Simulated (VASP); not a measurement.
Runs of VASP 6.6.1 on MoS2. The structure is trigonal, space group R3m (No. 160). The conventional cell has a = 3.160 Å, b = 3.160 Å, c = 18.450 Å, α = 90.00°, β = 90.00°, γ = 120.00°. Mo (site symmetry 3m) has 6 S at 2.39 Å and 6 Mo at 3.16 Å within 3.2 Å. S (site symmetry 3m) has 3 Mo at 2.39 Å and 7 S at 3.08 to 3.16 Å within 3.2 Å. S (site symmetry 3m) has 3 Mo at 2.39 Å and 7 S at 3.08 to 3.16 Å within 3.2 Å. 

| k mesh | gap on the mesh (eV) | pressure (GPa) | largest force (eV/Å) |
| --- | --- | --- | --- |
| 4 × 4 × 4 | 1.23 | 4.8 | 0.47 |
| 8 × 8 × 8 | (b) | 5.2 | 0.51 |
| 5 × 5 × 5 | 1.01 | 5.2 | 0.51 |
| 10 × 10 × 10 | (a) | 5.2 | 0.51 |

Alike in all rows: task single point; level PBE; potentials or basis VASP PAW PBE potentials, release 64 (Mo_sv, S); no spin polarisation; cell as given; cutoff (eV) 520; smearing fermi-dirac 0.1 eV.

Question: Estimate the missing entries.

Answer: (a) 0.97; (b) 1.04.

Caveats: some runs use coarse meshes; the cell stands under pressure (at least some runs); an odd mesh through Γ misses points on the zone boundary, where band edges can lie (at least some runs).

A k mesh can miss the band edges, and the runs leave out spin-orbit coupling on Mo.
